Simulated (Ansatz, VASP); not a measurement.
Two plane-wave programs on Cd2S

```
Cd S
1.0
     3.80092    0.00000    0.00000
    -1.90046    3.29169    0.00000
     0.00000    0.00000    5.41191
Cd S
2 1
Direct
  0.66667 0.33333 0.69878
  0.33333 0.66667 0.30122
  0.00000 0.00000 0.00000
```

Alike in both runs: functional PBE; k mesh 12 × 12 × 8; occupations gaussian, width 0.1 eV; no spin polarisation.

Ansatz relaxed the structure, and its values are those at the end. VASP's run is a single point on that final structure, the one shown.

|  | VASP | Ansatz |
| --- | --- | --- |
| version | VASP 6.6.1 | Ansatz 0.2.0 |
| potentials or method | VASP PAW PBE potentials, release 64 (Cd, S), cutoff 520 eV | scalar-relativistic, plane waves, PAW |
| valence electrons in the cell | 30 | 46 |

```csv
,VASP,Ansatz,Ansatz less VASP
gap on the k mesh at the Fermi level (eV),none,none,-
pressure (GPa),0.3,0.0,-0.31
rms of the force components (eV/Å),0.007,0.001,-0.0061
```

A gap of «none» marks a metal or a gap that the smearing closes. VASP's potentials hold 30 valence electrons a cell and Ansatz's 46, so a difference there can come from the potentials and not from the codes.
